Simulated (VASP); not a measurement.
Set up this calculation in VASP 6.6.1, as the native input.

* Task: single point
* Functional: PBE
* Potentials or basis: VASP PAW PBE potentials, release 64 (Sr_sv, O)
* Cutoff: 520 eV
* k mesh: 8 × 8 × 8
* Occupations: gaussian, width 0.05 eV
* Spin: no spin polarisation
* Dipole correction: no
* Further INCAR settings: ALGO = Normal; EDIFF = 1e-06; NBANDS = 15

The structure of SrO lies in POSCAR:

```
SrO
1.0
    0.0000000000      2.4927060000      2.6468940000
    2.4927060000      0.0000000000      2.6468940000
    2.4927060000      2.4927060000      0.0000000000
Sr O
1 1
Direct
    0.0000000000      0.0000000000      0.0000000000
    0.5000000000      0.5000000000      0.5000000000
```

This cell differs from its parent crystal: strain -0.030 along x and y, +0.030 along z.

These files were run (other wordings do the same):

INCAR

```
PREC = Accurate
ENCUT = 520
EDIFF = 1E-6
ISMEAR = 0
SIGMA = 0.05
LREAL = False
LASPH = True
NELM = 60
ALGO = Normal
ISIF = 2
LWAVE = False
LCHARG = True
GGA = PE
LELF = True
LVHAR = True
NBANDS = 15
```

KPOINTS

```
Automatic mesh
0
Gamma
  8 8 8
```

Potentials or basis: VASP PAW PBE potentials, release 64 (Sr_sv, O).

Launch:

```console
$ cat potpaw_PBE.64/Sr_sv/POTCAR potpaw_PBE.64/O/POTCAR > POTCAR
$ mpirun -np 1 vasp_std > vasp.out
```

It gave:

```yaml
Pressure: 7.7 GPa
Band_gap_on_the_k_mesh: 3.11 eV, indirect (least direct gap 3.15 eV)
```

Caveat: the cell differs from its parent crystal (strain -0.030 along x and y, +0.030 along z).

Wall time 13 s on 1 thread of Intel(R) Xeon(R) 6975P-C (Granite Rapids) (shared host), peak memory 0.17 GiB.
